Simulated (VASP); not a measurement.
Write the native input for VASP 6.6.1 that does the following.

```
Task                   : single point
Functional             : r2SCAN
Potentials or basis    : VASP PAW PBE potentials, release 64 (Te)
Cutoff                 : 520 eV
k mesh                 : 7 × 7 × 5
Occupations            : fermi-dirac, width 0.05 eV
Spin                   : no spin polarisation
Dipole correction      : no
Further INCAR settings : ALGO = Normal; EDIFF = 1e-07; NBANDS = 16
```

Te:

```
Te
1.0
     4.61963    0.00000    0.00000
    -2.30981    4.00072    0.00000
     0.00000    0.00000    5.90611
Te
3
Direct
  0.74642 0.74642 0.00000
  0.00000 0.25358 0.66667
  0.25358 0.00000 0.33333
```

One way to write it, as run:

POSCAR

```
Te
1.0
    4.6196291199      0.0000000000      0.0000000000
   -2.3098145600      4.0007161739      0.0000000000
    0.0000000000      0.0000000000      5.9061124548
Te
3
Direct
    0.7464159219      0.7464159219      0.0000000000
    0.0000000000      0.2535840781      0.6666666667
    0.2535840781      0.0000000000      0.3333333333
```

INCAR.step1

```
ALGO = Normal
EDIFF = 1E-4
ENCUT = 520
GGA = PE
ISMEAR = -1
LASPH = T
LCHARG = F
LREAL = F
LWAVE = T
NBANDS = 16
NELM = 100
PREC = Accurate
SIGMA = 0.05
```

INCAR.step2

```
ALGO = Normal
EDIFF = 1E-7
ENCUT = 520
ISIF = 2
ISMEAR = -1
ISTART = 1
LASPH = T
LCHARG = F
LMIXTAU = T
LREAL = F
LWAVE = F
METAGGA = R2SCAN
NBANDS = 16
NELM = 100
PREC = Accurate
SIGMA = 0.05
```

KPOINTS

```
k-points
0
Gamma
  7 7 5
```

Potentials or basis: VASP PAW PBE potentials, release 64 (Te).

Run with:

```sh
$ cat potpaw_PBE.64/Te/POTCAR > POTCAR
$ cp INCAR.step1 INCAR
$ mpirun -np 1 vasp_std > vasp.out
$ cp INCAR.step2 INCAR
$ mpirun -np 1 vasp_std > vasp.out
```

It gave:

```
Pressure               : 0.0 GPa
Largest force          : 0.029 eV/Å
Band gap on the k mesh : 0.97 eV (least direct gap 1.09 eV)
```

Caveat: the PAW data sets were made with another functional, which shifts forces and pressure a little; spin-orbit coupling is left out, which moves the levels of the heavy elements.

It took 5.9 min on 1 thread of Intel Xeon 8259CL (shared host), peak memory 0.27 GiB.
